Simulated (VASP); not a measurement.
Runs of VASP 6.6.1 on PbSe. The structure is that of space group Pm-3m (No. 221), or close to it. The cells are those of the table. 

| cell | gap on the mesh (eV) | pressure (GPa) |
| --- | --- | --- |
| a = 3.883 Å, 2 atoms | 0.24 | -5.7 |
| a = 3.733 Å, 2 atoms | (b) | (a) |
| a = 3.834 Å, 2 atoms | 0.20 | -4.4 |
| a = 3.784 Å, 2 atoms | 0.15 | (c) |

Alike in all rows: task single point; level PBEsol; potentials or basis VASP PAW PBE potentials, release 64 (Pb_d, Se); no spin polarisation; k mesh 5 × 5 × 5; cutoff (eV) 500; smearing gaussian 0.01 eV.

Problem. Fill in the values left out.

Solution. (a) -0.6; (b) 0.09; (c) -2.7.

Caveats: the PAW data sets were made with another functional, which shifts forces and pressure a little; spin-orbit coupling is left out, which moves the levels of the heavy elements.

A k mesh can miss the band edges, and the runs leave out spin-orbit coupling on Pb, Se.
